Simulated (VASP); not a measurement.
As: relaxation of cell and atoms with PBE

Crystal: As.

```
As
1.0
     3.05490    0.00000    0.00000
    -1.52745    2.64562    0.00000
     0.00000    0.00000    4.76290
As
2
Cartesian
  0.0000 1.7637 1.1907
  1.5274 0.8819 3.5722
```

This isn't the form of As at room conditions, which is rhombohedral.

```yaml
Program: VASP 6.6.1
Task: relaxation of cell and atoms
Functional: PBE
Potentials_or_basis: VASP PAW PBE potentials, release 64 (As)
Cutoff: 600 eV
k_mesh: 16 × 16 × 9
Occupations: fermi-dirac, width 0.05 eV
Spin: non-collinear spin, zero start, spin-orbit coupling
Starting_moments: "[[0.0, 0.0, 0.0], [0.0, 0.0, 0.0]] μB"
Dipole_correction: no
Further_INCAR_settings: ALGO = Normal; EDIFF = 1e-06; IBRION = 2; EDIFFG = -0.005; NSW = 45; ISIF = 3
```

```json
{
 "Pressure after relaxing": "0.0 GPa",
 "Net moment": "0.00 μB per cell",
 "Valence electrons inside the program's atomic spheres": "As 2.60"
}
```

Final structure:
```yaml
crystal:
  lattice:
    - [3.05490, 0.00000, 0.00000]
    - [-1.52745, 2.64562, 0.00000]
    - [0.00000, 0.00000, 4.76290]
  atoms:
    - { symbol: As, position: [0.33333, 0.66667, 0.25000] }
    - { symbol: As, position: [0.66667, 0.33333, 0.75000] }
```

Moments on the atoms (μB; x, y, z):
```
As  0.00 0.00 0.00
As  0.00 0.00 0.00
```

It took 100 s on 1 thread of Oxide Virtual Turin-like Processor (shared host), peak memory 0.33 GiB.

Caveat: the relaxation stopped at its first step, so nothing moved.
